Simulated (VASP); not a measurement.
# La (Pm-3m) in VASP: notebook

La is run at these levels: LDA; tasks: single point.

Program: VASP 6.6.1. These are calculated values, not measurements. Logs are shortened: lines on timing, memory, paths and dates and some standing lists are left out, and cuts for length are marked.

## Step 1: The cell of the first run

The structure is cubic, space group Pm-3m (No. 221). Conventional cell: a = 2.679 Å, b = 2.679 Å, c = 2.679 Å, α = 90.00°, β = 90.00°, γ = 90.00°. Within 3.5 Å of La (site symmetry m-3m) lie 6 La at 2.68 Å.

## Step 2: Single point, LDA (volume scaled by 0.6)

The input, INCAR:

```
PREC = Accurate
ENCUT = 520
EDIFF = 1E-6
ISMEAR = -1
SIGMA = 0.05
LREAL = False
LASPH = True
NELM = 100
ALGO = Normal
ISIF = 2
LWAVE = False
LCHARG = True
GGA = CA
LELF = True
LVHAR = True
NBANDS = 12
```

The input, KPOINTS:

```
Automatic mesh
0
Gamma
  13 13 13
```

The input, POSCAR:

```
La
1.0
    2.6786920740      0.0000000000      0.0000000000
    0.0000000000      2.6786920740      0.0000000000
    0.0000000000      0.0000000000      2.6786920740
La
1
Direct
    0.0000000000      0.0000000000      0.0000000000
```

Potentials or basis: VASP PAW LDA potentials, release 64 (La).

Command:

```console
> cat potpaw_LDA.64/La/POTCAR > POTCAR
> mpirun -np 1 vasp_std > vasp.out
```

OUTCAR:

```text
PREC = Accurate
   ENCUT = 520
   EDIFF = 1E-6
   ISMEAR = -1
   LREAL = False
   LASPH = True
   NELM = 100
   ISIF = 2
   GGA = CA

 ion  position               nearest neighbor table
   1  0.000  0.000  0.000-

  LATTYP: Found a simple cubic cell.
 ALAT       =     2.6786920740

  Lattice vectors:

 A1 = (   2.6786920740,   0.0000000000,   0.0000000000)
 A2 = (   0.0000000000,   2.6786920740,   0.0000000000)
 A3 = (   0.0000000000,   0.0000000000,   2.6786920740)

Analysis of symmetry for initial positions (statically):
=====================================================================
 Subroutine PRICEL returns:
 Original cell was already a primitive cell.

 Routine SETGRP: Setting up the symmetry group for a
 simple cubic supercell.

 Subroutine GETGRP returns: Found 48 space group operations
 (whereof 48 operations were pure point group operations)
 out of a pool of 48 trial point group operations.

The static configuration has the point symmetry O_h .

Analysis of symmetry for dynamics (positions and initial velocities):
=====================================================================
 Subroutine PRICEL returns:
 Original cell was already a primitive cell.

 Routine SETGRP: Setting up the symmetry group for a
 simple cubic supercell.

 Subroutine GETGRP returns: Found 48 space group operations
 (whereof 48 operations were pure point group operations)
 out of a pool of 48 trial point group operations.

The dynamic configuration has the point symmetry O_h .

 Subroutine INISYM returns: Found 48 space group operations
 (whereof 48 operations are pure point group operations),
 and found     1 'primitive' translations

----------------------------------------------------------------------------------------

                                     Primitive cell

  volume of cell :      19.2207

  direct lattice vectors                    reciprocal lattice vectors
     2.678692074  0.000000000  0.000000000     0.373316519  0.000000000  0.000000000
     0.000000000  2.678692074  0.000000000     0.000000000  0.373316519  0.000000000
     0.000000000  0.000000000  2.678692074     0.000000000  0.000000000  0.373316519

  length of vectors
     2.678692074  2.678692074  2.678692074     0.373316519  0.373316519  0.373316519

  position of ions in fractional coordinates (direct lattice)
     0.000000000  0.000000000  0.000000000

  ion indices of the primitive-cell ions
   primitive index   ion index
                 1           1

----------------------------------------------------------------------------------------

 KPOINTS: Automatic mesh

Automatic generation of k-mesh.
 Grid dimensions read from file:
 generate k-points for:   13   13   13

 Generating k-lattice:

  Cartesian coordinates                     Fractional coordinates (reciprocal lattice)
     0.028716655  0.000000000  0.000000000     0.076923077  0.000000000  0.000000000
     0.000000000  0.028716655  0.000000000     0.000000000  0.076923077  0.000000000
     0.000000000  0.000000000  0.028716655     0.000000000  0.000000000  0.076923077

  Length of vectors
     0.028716655  0.028716655  0.028716655

  Shift w.r.t. Gamma in fractional coordinates (k-lattice)
     0.000000000  0.000000000  0.000000000

 Subroutine IBZKPT returns following result:
 ===========================================

 Found     84 irreducible k-points:

 Following reciprocal coordinates:
            Coordinates               Weight
  0.000000  0.000000  0.000000      1.000000
  0.076923  0.000000  0.000000      6.000000
  0.153846  0.000000  0.000000      6.000000
  0.230769  0.000000  0.000000      6.000000
  0.307692  0.000000  0.000000      6.000000
  0.384615  0.000000  0.000000      6.000000
[... 16 lines left out ...]
  0.307692  0.307692  0.000000     12.000000
  0.384615  0.307692  0.000000     24.000000
 [... further k-points ...]
   k-points           NKPTS =     84   k-points in BZ     NKDIM =     84   number of bands    NBANDS=     12
   number of dos      NEDOS =    301   number of ions     NIONS =      1
   total plane-waves  NPLWV =   8000
   dimension x,y,z NGX =    20 NGY =   20 NGZ =   20
   dimension x,y,z NGXF=    40 NGYF=   40 NGZF=   40
   ions per type =               1
   NGX,Y,Z   is equivalent  to a cutoff of  12.41, 12.41, 12.41 a.u.
   NGXF,Y,Z  is equivalent  to a cutoff of  24.82, 24.82, 24.82 a.u.
 SYSTEM =  unknown system
   PREC   = accura    normal or accurate (medium, high low for compatibility)
   ISTART =      0    job   : 0-new  1-cont  2-samecut
   ICHARG =      2    charge: 1-file 2-atom 10-const
   ISPIN  =      1    spin polarized calculation?
   LNONCOLLINEAR =      F non collinear calculations
   LSORBIT =      F    spin-orbit coupling
   LASPH  =      T    aspherical Exc in radial PAW
   ENCUT  =  520.0 eV  38.22 Ry    6.18 a.u.   4.98  4.98  4.98*2*pi/ulx,y,z
   NELM   =    100;   NELMIN=  2; NELMDL= -5     # of ELM steps
   EDIFF  = 0.1E-05   stopping-criterion for ELM
   LREAL  =      F    real-space projection
   EDIFFG = 0.1E-04   stopping-criterion for IOM
   NSW    =      0    number of steps for IOM
   IBRION =     -1    ionic relax: 0-MD 1-quasi-New 2-CG
   NFREE  =      0    steps in history (QN), initial steepest desc. (CG)
   ISIF   =      2    stress and relaxation
   ISYM   =      2    0-nonsym 1-usesym 2-fastsym
   POTIM  = 0.5000    time-step for ionic-motion
   TEBEG  =    0.0;   TEEND  =   0.0 temperature during run
   PSTRESS=    0.0 pullay stress
   NELECT =      11.0000    total number of electrons
   NUPDOWN=      -1.0000    fix difference up-down
   EMIN   =  10.00;   EMAX   =-10.00  energy-range for DOS
   EFERMI =   0.00;   METHOD = LEGACY
   ISMEAR =    -1;   SIGMA  =   0.05  broadening in eV -4-tet -1-fermi 0-gaus
   EFERMI_NEDOS =   21; number of points for ismear=-14 and -15
   IALGO  =     38    algorithm
   IMIX   =      4    mixing-type and parameters
     AMIX     =   0.40;   BMIX     =  1.00
     AMIX_MAG =   1.60;   BMIX_MAG =  1.00
  volume/ion in A,a.u.               =      19.22       129.71
  Fermi-wavevector in a.u.,A,eV,Ry     =   1.359199  2.568513 25.135688  1.847421
  Thomas-Fermi vector in A             =   2.485967
   LORBIT       =      0    0 simple, 1 ext, 2 COOP (PROOUT), +10 PAW based schemes
   GGA     = CA    functional components
   LHFCALC =     F    Hartree Fock is set to
   AEXX    =    0.0000 exact exchange contribution
   IVDW    =     0    specifies the selected vdW correction
   LEPSILON=     F    determine dielectric tensor
   LRPA    =     F    only Hartree local field effects (RPA)
 non-spin polarized calculation
  energy-cutoff  :      520.00
  volume of cell :       19.22
 maximum number of plane-waves:       526
 NGX is ok and might be reduce to    20
   NGX =  9   NGY =  9   NGZ =  9

 number of electron      10.9999998 magnetization

 Free energy of the ion-electron system (eV)
  ---------------------------------------------------
  ext. energy  EPLUGINS =         0.00000000
  ---------------------------------------------------
  free energy    TOTEN  =        -3.94582532 eV

  energy without entropy =       -3.93371938  energy(sigma->0) =       -3.93977235

 E-fermi :  16.0169     XC(G=0): -12.6531

 val. band max:       16.0141508414   @ k =   0.3077   0.3077   0.0000
 cond. band min:      16.0324428973   @ k =   0.3077   0.2308   0.2308
 fundamental gap:      0.0182920559
 Fermi energy:        16.0168920636

 k-point     1 :       0.0000    0.0000    0.0000
  band No.  band energies     occupation
      1     -18.3167      2.00000
      2       2.7882      2.00000
      3       2.7882      2.00000
      4       2.7882      2.00000
      5      13.4117      2.00000
      6      13.4117      2.00000
      7      15.1976      2.00000
      8      18.9980      0.00000
      9      18.9980      0.00000
     10      18.9980      0.00000
     11      20.1460      0.00000
     12      20.1460      0.00000

 k-point     2 :       0.0769    0.0000    0.0000
  band No.  band energies     occupation
      1     -18.2432      2.00000
      2       2.1258      2.00000
      3       2.8452      2.00000
      4       2.8452      2.00000
      5      13.4790      2.00000
      6      13.9100      2.00000
      7      15.6162      1.99934
      8      18.9345      0.00000
      9      19.0187      0.00000
     10      19.0187      0.00000
     11      20.1020      0.00000
     12      20.1493      0.00000

 k-point     3 :       0.1538    0.0000    0.0000
  band No.  band energies     occupation
      1     -18.0312      2.00000
      2       0.5976      2.00000
      3       3.0068      2.00000
      4       3.0068      2.00000
      5      13.6766      2.00000
      6      14.5715      2.00000
      7      17.1796      0.00000
      8      18.7460      0.00000
      9      19.0798      0.00000
     10      19.0798      0.00000
     11      19.9930      0.00000
     12      20.1593      0.00000
[... 286 lines left out ...]
 k-point    23 :       0.3077    0.3077    0.0000
  band No.  band energies     occupation
      1     -16.3338      2.00000
      2      -1.9139      2.00000
      3      -1.8167      2.00000
      4       4.2161      2.00000
      5      13.5361      2.00000
      6      16.0142      1.02741
      7      18.0122      0.00000
      8      19.2835      0.00000
      9      19.3574      0.00000
     10      19.5861      0.00000
     11      19.7625      0.00000
     12      20.4800      0.00000

 k-point    24 :       0.3846    0.3077    0.0000
  band No.  band energies     occupation
      1     -15.9777      2.00000
      2      -3.0656      2.00000
      3      -1.5680      2.00000
      4       4.4427      2.00000
      5      12.5365      2.00000
      6      16.4531      0.00033
      7      17.8068      0.00000
      8      19.2328      0.00000
      9      19.4665      0.00000
     10      19.6299      0.00000
     11      19.9717      0.00000
     12      20.3305      0.00000

 [... further k-points ...]

------------------------ aborting loop because EDIFF is reached ----------------------------------------

  FORCE on cell =-STRESS in cart. coord.  units (eV):
  Direction    XX          YY          ZZ          XY          YZ          ZX
  --------------------------------------------------------------------------------------
  -------------------------------------------------------------------------------------
  Total        6.4636057      6.4636057      6.4636057      0.0000000      0.0000000     -0.0000000
  in kB      538.7869387    538.7869387    538.7869387      0.0000000      0.0000000     -0.0000000
  external PRESSURE =     538.7869387 kB  Pullay stress =       0.0000000 kB

 VOLUME and BASIS-vectors are now :
 -----------------------------------------------------------------------------
  energy-cutoff  :      520.00
  volume of cell :       19.22
      direct lattice vectors                 reciprocal lattice vectors
     2.678692074  0.000000000  0.000000000     0.373316519  0.000000000  0.000000000
     0.000000000  2.678692074  0.000000000     0.000000000  0.373316519  0.000000000
     0.000000000  0.000000000  2.678692074     0.000000000  0.000000000  0.373316519

 POSITION                                       TOTAL-FORCE (eV/Angst)
 -----------------------------------------------------------------------------------
      0.00000      0.00000      0.00000         0.000000      0.000000      0.000000
 -----------------------------------------------------------------------------------
    total drift:                               -0.000000      0.000000      0.000000

  FREE ENERGIE OF THE ION-ELECTRON SYSTEM (eV)
  ---------------------------------------------------
  free  energy   TOTEN  =        -3.9458253192 eV

  energy  without entropy=       -3.9337193767  energy(sigma->0) =       -3.93977235
```

Wall time 11 s (1 thread of Intel Xeon Platinum 8488C (Sapphire Rapids), shared host); peak memory 0.14 GiB.

Results:

```yaml
Free_energy: -3.9458 eV
Pressure: 53.9 GPa
```

Caveat: spin-orbit coupling is left out, which moves the levels of the heavy elements.

## Step 3: Single point, LDA (volume scaled by 0.7)

The input, INCAR:

```
ALGO     = Normal         # electronic algorithm
EDIFF    = 1E-6           # SCF threshold, eV
ENCUT    = 520            # plane-wave cutoff, eV
GGA      = CA             # functional
ISIF     = 2              # what is computed and relaxed
ISMEAR   = -1             # smearing method
LASPH    = T              # aspherical terms in the spheres
LCHARG   = T              # write CHGCAR
LELF     = T              # ELF
LREAL    = F              # projectors in reciprocal space
LVHAR    = T            
LWAVE    = F              # write WAVECAR
NBANDS   = 12             # bands
NELM     = 60             # most SCF steps
PREC     = Accurate       # precision mode
SIGMA    = 0.05           # smearing width, eV
```

The input, KPOINTS:

```
k-points
0
Gamma
  13 13 13
```

The input, POSCAR:

```
La
1.0
    2.8199303984      0.0000000000      0.0000000000
    0.0000000000      2.8199303984      0.0000000000
    0.0000000000      0.0000000000      2.8199303984
La
1
Direct
    0.0000000000      0.0000000000      0.0000000000
```

Potentials or basis: VASP PAW LDA potentials, release 64 (La).

Command:

```console
> cat potpaw_LDA.64/La/POTCAR > POTCAR
> mpirun -np 1 vasp_std > vasp.out
```

OUTCAR:

```text
EDIFF = 1E-6
   ENCUT = 520
   GGA = CA
   ISIF = 2
   ISMEAR = -1
   LASPH = T
   LREAL = F
   NELM = 60
   PREC = Accurate

 ion  position               nearest neighbor table
   1  0.000  0.000  0.000-

  LATTYP: Found a simple cubic cell.
 ALAT       =     2.8199303984

  Lattice vectors:

 A1 = (   2.8199303984,   0.0000000000,   0.0000000000)
 A2 = (   0.0000000000,   2.8199303984,   0.0000000000)
 A3 = (   0.0000000000,   0.0000000000,   2.8199303984)

Analysis of symmetry for initial positions (statically):
=====================================================================
 Subroutine PRICEL returns:
 Original cell was already a primitive cell.

 Routine SETGRP: Setting up the symmetry group for a
 simple cubic supercell.

 Subroutine GETGRP returns: Found 48 space group operations
 (whereof 48 operations were pure point group operations)
 out of a pool of 48 trial point group operations.

The static configuration has the point symmetry O_h .

Analysis of symmetry for dynamics (positions and initial velocities):
=====================================================================
 Subroutine PRICEL returns:
 Original cell was already a primitive cell.

 Routine SETGRP: Setting up the symmetry group for a
 simple cubic supercell.

 Subroutine GETGRP returns: Found 48 space group operations
 (whereof 48 operations were pure point group operations)
 out of a pool of 48 trial point group operations.

The dynamic configuration has the point symmetry O_h .

 Subroutine INISYM returns: Found 48 space group operations
 (whereof 48 operations are pure point group operations),
 and found     1 'primitive' translations

----------------------------------------------------------------------------------------

                                     Primitive cell

  volume of cell :      22.4241

  direct lattice vectors                    reciprocal lattice vectors
[... 107 lines left out ...]
  Fermi-wavevector in a.u.,A,eV,Ry     =   1.291122  2.439867 22.680864  1.666996
  Thomas-Fermi vector in A             =   2.422912
   LORBIT       =      0    0 simple, 1 ext, 2 COOP (PROOUT), +10 PAW based schemes
   GGA     = CA    functional components
   LHFCALC =     F    Hartree Fock is set to
   AEXX    =    0.0000 exact exchange contribution
   IVDW    =     0    specifies the selected vdW correction
   LEPSILON=     F    determine dielectric tensor
   LRPA    =     F    only Hartree local field effects (RPA)
 non-spin polarized calculation
  energy-cutoff  :      520.00
  volume of cell :       22.42
 maximum number of plane-waves:       624
 NGX is ok and might be reduce to    24
   NGX = 11   NGY = 11   NGZ = 11

 number of electron      11.0000001 magnetization

 Free energy of the ion-electron system (eV)
  ---------------------------------------------------
  ext. energy  EPLUGINS =         0.00000000
  ---------------------------------------------------
  free energy    TOTEN  =        -4.67413639 eV

  energy without entropy =       -4.66054632  energy(sigma->0) =       -4.66734136

 E-fermi :  13.6561     XC(G=0): -11.9076

 val. band max:       13.6542525320   @ k =   0.3846   0.3846   0.2308
 cond. band min:      13.6607239026   @ k =   0.3077   0.2308   0.0769
 fundamental gap:      0.0064713706
 Fermi energy:        13.6560728755

 k-point     1 :       0.0000    0.0000    0.0000
  band No.  band energies     occupation
      1     -19.9942      2.00000
      2      -0.2926      2.00000
      3      -0.2926      2.00000
      4      -0.2926      2.00000
      5      11.4146      2.00000
      6      11.4146      2.00000
      7      11.9496      2.00000
      8      16.3191      0.00000
      9      16.3191      0.00000
     10      16.3191      0.00000
     11      17.0832      0.00000
     12      17.0832      0.00000
[... 331 lines left out ...]
 k-point    24 :       0.3846    0.3077    0.0000
  band No.  band energies     occupation
      1     -18.3830      2.00000
      2      -4.7508      2.00000
      3      -3.6223      2.00000
      4       0.8409      2.00000
      5      10.7740      2.00000
      6      13.9420      0.00654
      7      15.3940      0.00000
      8      16.2546      0.00000
      9      16.6949      0.00000
     10      16.7214      0.00000
     11      17.0654      0.00000
     12      17.2218      0.00000

 [... further k-points ...]
[... 5 lines left out ...]
  --------------------------------------------------------------------------------------
  -------------------------------------------------------------------------------------
  Total        3.1970578      3.1970578      3.1970578      0.0000000      0.0000000     -0.0000000
  in kB      228.4261914    228.4261914    228.4261914      0.0000000      0.0000000     -0.0000000
  external PRESSURE =     228.4261914 kB  Pullay stress =       0.0000000 kB

 VOLUME and BASIS-vectors are now :
 -----------------------------------------------------------------------------
  energy-cutoff  :      520.00
  volume of cell :       22.42
      direct lattice vectors                 reciprocal lattice vectors
     2.819930398  0.000000000  0.000000000     0.354618682  0.000000000  0.000000000
     0.000000000  2.819930398  0.000000000     0.000000000  0.354618682  0.000000000
     0.000000000  0.000000000  2.819930398     0.000000000  0.000000000  0.354618682

 POSITION                                       TOTAL-FORCE (eV/Angst)
 -----------------------------------------------------------------------------------
      0.00000      0.00000      0.00000         0.000000      0.000000      0.000000
 -----------------------------------------------------------------------------------
    total drift:                                0.000000      0.000000      0.000000

  FREE ENERGIE OF THE ION-ELECTRON SYSTEM (eV)
  ---------------------------------------------------
  free  energy   TOTEN  =        -4.6741363946 eV

  energy  without entropy=       -4.6605463238  energy(sigma->0) =       -4.66734136
```

It took 12 s on 1 thread of Intel Xeon Platinum 8488C (Sapphire Rapids), shared host; peak memory 0.15 GiB.

Results:

```
Free energy : -4.6741 eV
Pressure    : 22.8 GPa
```

Levels at points of the mesh, in eV from the Fermi level:
| k point | band 2 | band 3 | band 4 | band 5 | band 6 | band 7 | band 8 | band 9 |
| --- | --- | --- | --- | --- | --- | --- | --- | --- |
| (0.00, 0.00, 0.00) | -13.95 | -13.95 | -13.95 | -2.24 | -2.24 | -1.71 | 2.66 | 2.66 |

Caveat: spin-orbit coupling is left out, which moves the levels of the heavy elements.

(Part 1 of 2 ends here.)
